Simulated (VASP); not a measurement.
Write the native input for VASP 6.6.1 that does the following.

* Task: relaxation of the atoms
* Functional: PBEsol
* Potentials or basis: VASP PAW PBE potentials, release 64 (Mg, Si)
* Cutoff: 520 eV
* k mesh: 9 × 9 × 1
* Occupations: gaussian, width 0.05 eV
* Spin: no spin polarisation
* Dipole correction: yes
* Further INCAR settings: ALGO = Normal; EDIFF = 1e-07; NELMDL = -8; IBRION = 2; EDIFFG = -0.02; NSW = 80

The structure of Mg2Si lies in POSCAR:

```
Mg2Si
1.0
    4.4736921765      0.0000000000      0.0000000000
   -2.2368460883      3.8743310736      0.0000000000
    0.0000000000      0.0000000000     24.1318859156
Mg Si
6 3
Direct
    0.0000000000      0.0000000000      0.3107921207
    0.3333333333      0.6666666667      0.3864752724
    0.6666666667      0.3333333333      0.4621584241
    0.0000000000      0.0000000000      0.5378415759
    0.3333333333      0.6666666667      0.6135247276
    0.6666666667      0.3333333333      0.6892078793
    0.6666666667      0.3333333333      0.3486336966
    0.3333333333      0.6666666667      0.5000000000
    0.0000000000      0.0000000000      0.6513663034
```

The input as run:

INCAR

```
SYSTEM = Mg2Si
  PREC = Accurate
  ENCUT = 520
  EDIFF = 1E-7
  ISMEAR = 0
  SIGMA = 0.05
  LREAL = .False.
  LASPH = .True.
  NELM = 120
  ALGO = Normal
  ISIF = 2
  LWAVE = .False.
  LCHARG = .False.
  LDIPOL = .True.
  IDIPOL = 3
  DIPOL = 0.5 0.5 0.500
  GGA = PS
  IBRION = 2
  NSW = 80
  EDIFFG = -0.02
  GGA_COMPAT = .False.
  NELMIN = 4
  NELMDL = -8
```

KPOINTS

```
Automatic mesh
0
Gamma
  9 9 1
  0 0 0
```

Potentials or basis: VASP PAW PBE potentials, release 64 (Mg, Si).

Run with:

```console
$ cat potpaw_PBE.64/Mg/POTCAR potpaw_PBE.64/Si/POTCAR > POTCAR
$ mpirun -np 1 vasp_std > vasp.out
```

Results of the run:

```yaml
Energy_gained_by_relaxing: 14.3 meV/atom
Ionic_steps: 10
Largest_force_after_relaxing: 0.019 eV/Å
Band_gap_on_the_k_mesh: 0.53 eV (least direct gap 1.33 eV)
```

Caveat: the PAW data sets were made with another functional, which shifts forces and pressure a little.

It took 9.2 min on 1 thread of AMD EPYC 9R45 96-Core Processor (Zen 5), on a shared host, peak memory 0.57 GiB.
